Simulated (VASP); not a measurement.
# Ag (P6_3/mmc) in VASP: further runs

Ag is run at these levels: PBEsol; tasks: single point.

Program: VASP 6.6.1. These are calculated values, not measurements. Logs are shortened: lines on timing, memory, paths and dates and some standing lists are left out, and cuts for length are marked.

## 1. The cell of the first run

Symmetry: P6_3/mmc, No. 194, hexagonal system. Conventional cell: a = 2.853 Å, b = 2.853 Å, c = 9.453 Å, α = 90.00°, β = 90.00°, γ = 120.00°. Within 3.8 Å of Ag (site symmetry -3m) lie 12 Ag at 2.85 to 2.88 Å. Ag (site symmetry -6m2) has 12 Ag at 2.85 to 2.88 Å within 3.8 Å.

## 2. Single point, PBEsol

File INCAR:

```
  PREC = Accurate
  ENCUT = 520
  EDIFF = 1E-6
  ISMEAR = -1
  SIGMA = 0.05
  LREAL = False
  LASPH = True
  NELM = 80
  ALGO = Normal
  ISIF = 2
  LWAVE = False
  LCHARG = True
  GGA = PS
  LELF = True
  LVHAR = True
  NBANDS = 30
```

File KPOINTS:

```
Automatic mesh
0
Gamma
  11 11 3
```

File POSCAR:

```
Ag
1.0
    2.8527720561      0.0000000000      0.0000000000
   -1.4263860281      2.4705730718      0.0000000000
    0.0000000000      0.0000000000      9.4534749676
Ag
4
Direct
    0.0000000000      0.0000000000      0.5000000000
    0.0000000000      0.0000000000      0.0000000000
    0.6666666667      0.3333333333      0.7500000000
    0.3333333333      0.6666666667      0.2500000000
```

Potentials or basis: VASP PAW PBE potentials, release 64 (Ag).

Started as:

```console
cat potpaw_PBE.64/Ag/POTCAR > POTCAR
mpirun -np 1 vasp_std > vasp.out
```

OUTCAR:

```text
PREC = Accurate
   ENCUT = 520
   EDIFF = 1E-6
   ISMEAR = -1
   LREAL = False
   LASPH = True
   NELM = 80
   ISIF = 2
   GGA = PS

 ion  position               nearest neighbor table
   1  0.000  0.000  0.500-   3 2.88   4 2.88   3 2.88   4 2.88   3 2.88   4 2.88
   2  0.000  0.000  0.000-   3 2.88   4 2.88   3 2.88   4 2.88   3 2.88   4 2.88
   3  0.667  0.333  0.750-   1 2.88   2 2.88   1 2.88   2 2.88   1 2.88   2 2.88
   4  0.333  0.667  0.250-   1 2.88   2 2.88   1 2.88   2 2.88   1 2.88   2 2.88

  LATTYP: Found a hexagonal cell.
 ALAT       =     2.8527720561
 C/A-ratio  =     3.3137856028

  Lattice vectors:

 A1 = (   2.8527720561,   0.0000000000,   0.0000000000)
 A2 = (  -1.4263860281,   2.4705730718,   0.0000000000)
 A3 = (   0.0000000000,   0.0000000000,   9.4534749676)

Analysis of symmetry for initial positions (statically):
=====================================================================
 Subroutine PRICEL returns:
 Original cell was already a primitive cell.

 Routine SETGRP: Setting up the symmetry group for a
 hexagonal supercell.

 Subroutine GETGRP returns: Found 24 space group operations
 (whereof 12 operations were pure point group operations)
 out of a pool of 24 trial point group operations.

The static configuration has the point symmetry D_3d.
 The point group associated with its full space group is D_6h.

Analysis of symmetry for dynamics (positions and initial velocities):
=====================================================================
 Subroutine PRICEL returns:
 Original cell was already a primitive cell.

 Routine SETGRP: Setting up the symmetry group for a
 hexagonal supercell.

 Subroutine GETGRP returns: Found 24 space group operations
 (whereof 12 operations were pure point group operations)
 out of a pool of 24 trial point group operations.

The dynamic configuration has the point symmetry D_3d.
 The point group associated with its full space group is D_6h.

 Subroutine INISYM returns: Found 24 space group operations
 (whereof 12 operations are pure point group operations),
 and found     1 'primitive' translations

----------------------------------------------------------------------------------------

                                     Primitive cell

  volume of cell :      66.6279

  direct lattice vectors                    reciprocal lattice vectors
     2.852772056  0.000000000  0.000000000     0.350536243  0.202382195  0.000000000
    -1.426386028  2.470573072  0.000000000     0.000000000  0.404764389  0.000000000
     0.000000000  0.000000000  9.453474968     0.000000000  0.000000000  0.105781208

  length of vectors
     2.852772056  2.852772056  9.453474968     0.404764389  0.404764389  0.105781208

  position of ions in fractional coordinates (direct lattice)
     0.000000000  0.000000000  0.500000000
     0.000000000  0.000000000  0.000000000
     0.666666667  0.333333333  0.750000000
     0.333333333  0.666666667  0.250000000

  ion indices of the primitive-cell ions
   primitive index   ion index
                 1           1
                 2           2
                 3           3
                 4           4

----------------------------------------------------------------------------------------

 KPOINTS: Automatic mesh

Automatic generation of k-mesh.
 Grid dimensions read from file:
 generate k-points for:   11   11    3

 Generating k-lattice:

  Cartesian coordinates                     Fractional coordinates (reciprocal lattice)
     0.031866931  0.018398381  0.000000000     0.090909091 -0.000000000  0.000000000
     0.000000000  0.036796763  0.000000000     0.000000000  0.090909091  0.000000000
     0.000000000  0.000000000  0.035260403     0.000000000  0.000000000  0.333333333

  Length of vectors
     0.036796763  0.036796763  0.035260403

  Shift w.r.t. Gamma in fractional coordinates (k-lattice)
     0.000000000  0.000000000  0.000000000

 Subroutine IBZKPT returns following result:
 ===========================================

 Found     32 irreducible k-points:

 Following reciprocal coordinates:
            Coordinates               Weight
  0.000000  0.000000  0.000000      1.000000
  0.090909  0.000000  0.000000      6.000000
  0.181818  0.000000  0.000000      6.000000
  0.272727  0.000000  0.000000      6.000000
  0.363636 -0.000000  0.000000      6.000000
  0.454545  0.000000  0.000000      6.000000
[... 16 lines left out ...]
  0.090909  0.090909  0.333333     12.000000
  0.181818  0.090909  0.333333     24.000000
 [... further k-points ...]
   k-points           NKPTS =     32   k-points in BZ     NKDIM =     32   number of bands    NBANDS=     30
   number of dos      NEDOS =    301   number of ions     NIONS =      4
   total plane-waves  NPLWV =  40320
   dimension x,y,z NGX =    24 NGY =   24 NGZ =   70
   dimension x,y,z NGXF=    48 NGYF=   48 NGZF=  140
   ions per type =               4
   NGX,Y,Z   is equivalent  to a cutoff of  13.99, 13.99, 12.31 a.u.
   NGXF,Y,Z  is equivalent  to a cutoff of  27.97, 27.97, 24.62 a.u.
 SYSTEM =  unknown system
   PREC   = accura    normal or accurate (medium, high low for compatibility)
   ISTART =      0    job   : 0-new  1-cont  2-samecut
   ICHARG =      2    charge: 1-file 2-atom 10-const
   ISPIN  =      1    spin polarized calculation?
   LNONCOLLINEAR =      F non collinear calculations
   LSORBIT =      F    spin-orbit coupling
   LASPH  =      T    aspherical Exc in radial PAW
   ENCUT  =  520.0 eV  38.22 Ry    6.18 a.u.   5.30  5.30 17.58*2*pi/ulx,y,z
   NELM   =     80;   NELMIN=  2; NELMDL= -5     # of ELM steps
   EDIFF  = 0.1E-05   stopping-criterion for ELM
   LREAL  =      F    real-space projection
   EDIFFG = 0.1E-04   stopping-criterion for IOM
   NSW    =      0    number of steps for IOM
   IBRION =     -1    ionic relax: 0-MD 1-quasi-New 2-CG
   NFREE  =      0    steps in history (QN), initial steepest desc. (CG)
   ISIF   =      2    stress and relaxation
   ISYM   =      2    0-nonsym 1-usesym 2-fastsym
   POTIM  = 0.5000    time-step for ionic-motion
   TEBEG  =    0.0;   TEEND  =   0.0 temperature during run
   PSTRESS=    0.0 pullay stress
   NELECT =      44.0000    total number of electrons
   NUPDOWN=      -1.0000    fix difference up-down
   EMIN   =  10.00;   EMAX   =-10.00  energy-range for DOS
   EFERMI =   0.00;   METHOD = LEGACY
   ISMEAR =    -1;   SIGMA  =   0.05  broadening in eV -4-tet -1-fermi 0-gaus
   EFERMI_NEDOS =   21; number of points for ismear=-14 and -15
   IALGO  =     38    algorithm
   IMIX   =      4    mixing-type and parameters
     AMIX     =   0.40;   BMIX     =  1.00
     AMIX_MAG =   1.60;   BMIX_MAG =  1.00
  volume/ion in A,a.u.               =      16.66       112.41
  Fermi-wavevector in a.u.,A,eV,Ry     =   1.425630  2.694051 27.652784  2.032422
  Thomas-Fermi vector in A             =   2.545994
   LORBIT       =      0    0 simple, 1 ext, 2 COOP (PROOUT), +10 PAW based schemes
   GGA     = PS    functional components
   LHFCALC =     F    Hartree Fock is set to
   AEXX    =    0.0000 exact exchange contribution
   IVDW    =     0    specifies the selected vdW correction
   LEPSILON=     F    determine dielectric tensor
   LRPA    =     F    only Hartree local field effects (RPA)
 non-spin polarized calculation
  energy-cutoff  :      520.00
  volume of cell :       66.63
 maximum number of plane-waves:      1817
 NGX is ok and might be reduce to    24
   NGX = 11   NGY = 11   NGZ = 35

 number of electron      43.9999982 magnetization

 Free energy of the ion-electron system (eV)
  ---------------------------------------------------
  ext. energy  EPLUGINS =         0.00000000
  ---------------------------------------------------
  free energy    TOTEN  =       -13.22329709 eV

  energy without entropy =      -13.20624493  energy(sigma->0) =      -13.21477101

 E-fermi :   8.6695     XC(G=0): -12.5521

 val. band max:        8.6656618108   @ k =   0.2727   0.1818   0.0000
 cond. band min:       8.6730852881   @ k =   0.1818   0.0000   0.3333
 fundamental gap:      0.0074234773
 Fermi energy:         8.6694825358

 k-point     1 :       0.0000    0.0000    0.0000
  band No.  band energies     occupation
      1       0.5547      2.00000
      2       1.9441      2.00000
      3       1.9453      2.00000
      4       2.0008      2.00000
      5       3.6336      2.00000
      6       3.6927      2.00000
[... 22 lines left out ...]
     29      24.3399      0.00000
     30      25.2654      0.00000

 k-point     2 :       0.0909    0.0000    0.0000
  band No.  band energies     occupation
      1       0.7901      2.00000
      2       2.1407      2.00000
      3       2.1503      2.00000
      4       2.1551      2.00000
      5       3.5134      2.00000
      6       3.6289      2.00000
[... 22 lines left out ...]
     29      24.2141      0.00000
     30      24.5079      0.00000

 k-point     3 :       0.1818    0.0000    0.0000
  band No.  band energies     occupation
      1       1.4309      2.00000
      2       2.4312      2.00000
      3       2.5871      2.00000
      4       2.6257      2.00000
      5       3.1458      2.00000
      6       3.2920      2.00000
[... 22 lines left out ...]
     29      22.2574      0.00000
     30      22.2745      0.00000

 k-point     4 :       0.2727    0.0000    0.0000
  band No.  band energies     occupation
      1       2.1126      2.00000
      2       2.4303      2.00000
      3       2.5293      2.00000
      4       2.7412      2.00000
      5       3.0050      2.00000
      6       3.0209      2.00000
[... 22 lines left out ...]
     29      20.8583      0.00000
     30      20.9467      0.00000

 k-point     5 :       0.3636   -0.0000    0.0000
  band No.  band energies     occupation
      1       2.1429      2.00000
      2       2.2159      2.00000
      3       2.2444      2.00000
      4       2.6282      2.00000
      5       2.7619      2.00000
      6       3.0306      2.00000
[... 22 lines left out ...]
     29      20.3780      0.00000
     30      20.5316      0.00000
[... 526 lines left out ...]
     29      19.0972      0.00000
     30      19.2765      0.00000

 k-point    22 :       0.4545    0.0000    0.3333
  band No.  band energies     occupation
      1       2.1118      2.00000
      2       2.1310      2.00000
      3       2.1959      2.00000
      4       2.3669      2.00000
      5       2.4848      2.00000
      6       2.5827      2.00000
[... 22 lines left out ...]
     29      18.3692      0.00000
     30      19.6015      0.00000

 k-point    23 :       0.0909    0.0909    0.3333
  band No.  band energies     occupation
      1       1.4247      2.00000
      2       1.9402      2.00000
      3       2.4507      2.00000
      4       2.5692      2.00000
      5       3.3171      2.00000
      6       3.3904      2.00000
[... 22 lines left out ...]
     29      23.0010      0.00000
     30      23.1243      0.00000

 k-point    24 :       0.1818    0.0909    0.3333
  band No.  band energies     occupation
      1       2.0880      2.00000
      2       2.3879      2.00000
      3       2.7036      2.00000
      4       2.8736      2.00000
      5       3.0937      2.00000
      6       3.2160      2.00000
[... 22 lines left out ...]
     29      21.1930      0.00000
     30      21.8394      0.00000

 [... further k-points ...]

------------------------ aborting loop because EDIFF is reached ----------------------------------------

  FORCE on cell =-STRESS in cart. coord.  units (eV):
  Direction    XX          YY          ZZ          XY          YZ          ZX
  --------------------------------------------------------------------------------------
  -------------------------------------------------------------------------------------
  Total       -0.0859313     -0.0859313     -0.0861039      0.0000000      0.0000000      0.0000000
  in kB       -2.0663575     -2.0663575     -2.0705093      0.0000000      0.0000000      0.0000000
  external PRESSURE =      -2.0677415 kB  Pullay stress =       0.0000000 kB

 VOLUME and BASIS-vectors are now :
 -----------------------------------------------------------------------------
  energy-cutoff  :      520.00
  volume of cell :       66.63
      direct lattice vectors                 reciprocal lattice vectors
     2.852772056  0.000000000  0.000000000     0.350536243  0.202382195  0.000000000
    -1.426386028  2.470573072  0.000000000     0.000000000  0.404764389  0.000000000
     0.000000000  0.000000000  9.453474968     0.000000000  0.000000000  0.105781208

 POSITION                                       TOTAL-FORCE (eV/Angst)
 -----------------------------------------------------------------------------------
      0.00000      0.00000      4.72674        -0.000000      0.000000     -0.000000
      0.00000      0.00000      0.00000        -0.000000      0.000000     -0.000000
      1.42639      0.82352      7.09011         0.000000     -0.000000      0.000000
     -0.00000      1.64705      2.36337         0.000000      0.000000     -0.000000
 -----------------------------------------------------------------------------------
    total drift:                               -0.000000      0.000000      0.000000

  FREE ENERGIE OF THE ION-ELECTRON SYSTEM (eV)
  ---------------------------------------------------
  free  energy   TOTEN  =       -13.2232970909 eV

  energy  without entropy=      -13.2062449346  energy(sigma->0) =      -13.21477101
```

Wall time 38 s (1 thread of Intel Xeon Platinum 8259CL at 2.50GHz (Skylake/Cascade Lake), shared host); peak memory 0.21 GiB.

Results:

| Property | Result |
| --- | --- |
| Free energy | -13.2233 eV |
| Pressure | -0.2 GPa |
| Band gap on the k mesh | zero (band 22 reaches 11.30 eV, above the bottom of band 23 at 5.48 eV) |

Caveat: the PAW data sets were made with another functional, which shifts forces and pressure a little.

## 3. Single point, PBEsol

File INCAR:

```
SYSTEM = Ag
PREC = Accurate
ENCUT = 520
EDIFF = 1E-6
ISMEAR = -1
SIGMA = 0.05
LREAL = .False.
LASPH = .True.
NELM = 80
ALGO = Normal
ISIF = 2
LWAVE = .False.
LCHARG = .False.
GGA = PS
NBANDS = 30
```

File KPOINTS:

```
Automatic mesh
0
Gamma
  11 11 3
  0 0 0
```

File POSCAR:

```
Ag
1.0
    2.8540058596      0.0000000000      0.0000000000
   -1.4270029298      2.4716415769      0.0000000000
    0.0000000000      0.0000000000      9.4589780108
Ag
4
Direct
    0.0000000000      0.0000000000      0.5000000000
    0.0000000000      0.0000000000      0.0000000000
    0.6666666667      0.3333333333      0.7500000000
    0.3333333333      0.6666666667      0.2500000000
```

Potentials or basis: VASP PAW PBE potentials, release 64 (Ag).

Started as:

```console
cat potpaw_PBE.64/Ag/POTCAR > POTCAR
mpirun -np 1 vasp_std > vasp.out
```

OUTCAR:

```text
SYSTEM = Ag
   PREC = Accurate
   ENCUT = 520
   EDIFF = 1E-6
   ISMEAR = -1
   LREAL = .False.
   LASPH = .True.
   NELM = 80
   ISIF = 2
   GGA = PS

 ion  position               nearest neighbor table
   1  0.000  0.000  0.500-   3 2.88   4 2.88   4 2.88   3 2.88   3 2.88   4 2.88
   2  0.000  0.000  0.000-   3 2.88   4 2.88   4 2.88   3 2.88   3 2.88   4 2.88
   3  0.667  0.333  0.750-   1 2.88   2 2.88   1 2.88   2 2.88   1 2.88   2 2.88
   4  0.333  0.667  0.250-   1 2.88   2 2.88   1 2.88   2 2.88   1 2.88   2 2.88

  LATTYP: Found a hexagonal cell.
 ALAT       =     2.8540058596
 C/A-ratio  =     3.3142812160

  Lattice vectors:

 A1 = (   2.8540058596,   0.0000000000,   0.0000000000)
 A2 = (  -1.4270029298,   2.4716415769,   0.0000000000)
 A3 = (   0.0000000000,   0.0000000000,   9.4589780108)

Analysis of symmetry for initial positions (statically):
=====================================================================
 Subroutine PRICEL returns:
 Original cell was already a primitive cell.

 Routine SETGRP: Setting up the symmetry group for a
 hexagonal supercell.

 Subroutine GETGRP returns: Found 24 space group operations
 (whereof 12 operations were pure point group operations)
[... 171 lines left out ...]

 val. band max:        8.6442588795   @ k =   0.2727   0.1818   0.0000
 cond. band min:       8.6509578655   @ k =   0.1818  -0.0000   0.3333
 fundamental gap:      0.0066989861
 Fermi energy:         8.6483301192

 k-point     1 :       0.0000    0.0000    0.0000
  band No.  band energies     occupation
      1       0.5450      2.00000
      2       1.9324      2.00000
      3       1.9336      2.00000
      4       1.9895      2.00000
      5       3.6180      2.00000
      6       3.6778      2.00000
[... 781 lines left out ...]
     29      21.1625      0.00000
     30      21.8081      0.00000

 [... further k-points ...]

------------------------ aborting loop because EDIFF is reached ----------------------------------------

  FORCE on cell =-STRESS in cart. coord.  units (eV):
  Direction    XX          YY          ZZ          XY          YZ          ZX
  --------------------------------------------------------------------------------------
  -------------------------------------------------------------------------------------
  Total       -0.1544184     -0.1544184     -0.1581240      0.0000000      0.0000000      0.0000000
  in kB       -3.7078759     -3.7078759     -3.7968533      0.0000000      0.0000000      0.0000000
  external PRESSURE =      -3.7375350 kB  Pullay stress =       0.0000000 kB

 VOLUME and BASIS-vectors are now :
 -----------------------------------------------------------------------------
  energy-cutoff  :      520.00
  volume of cell :       66.72
      direct lattice vectors                 reciprocal lattice vectors
     2.854005860  0.000000000  0.000000000     0.350384705  0.202294704  0.000000000
    -1.427002930  2.471641577  0.000000000     0.000000000  0.404589407  0.000000000
     0.000000000  0.000000000  9.458978011     0.000000000  0.000000000  0.105719666

 POSITION                                       TOTAL-FORCE (eV/Angst)
 -----------------------------------------------------------------------------------
      0.00000      0.00000      4.72949         0.000000      0.000000     -0.000000
      0.00000      0.00000      0.00000         0.000000      0.000000     -0.000000
      1.42700      0.82388      7.09423        -0.000000      0.000000      0.000000
     -0.00000      1.64776      2.36474         0.000000     -0.000000      0.000000
 -----------------------------------------------------------------------------------
    total drift:                               -0.000000      0.000000      0.000000

  FREE ENERGIE OF THE ION-ELECTRON SYSTEM (eV)
  ---------------------------------------------------
  free  energy   TOTEN  =       -13.2232068877 eV

  energy  without entropy=      -13.2061207186  energy(sigma->0) =      -13.21466380
```

Run time: 37 s. Hardware: 1 thread of Intel Xeon Platinum 8259CL at 2.50GHz (Skylake/Cascade Lake), shared host; peak memory 0.21 GiB.

Results:

- Free energy: -13.2232 eV
- Pressure: -0.4 GPa
- Band gap on the k mesh: zero (band 22 reaches 11.28 eV, above the bottom of band 23 at 5.46 eV)

Caveat: the PAW data sets were made with another functional, which shifts forces and pressure a little.
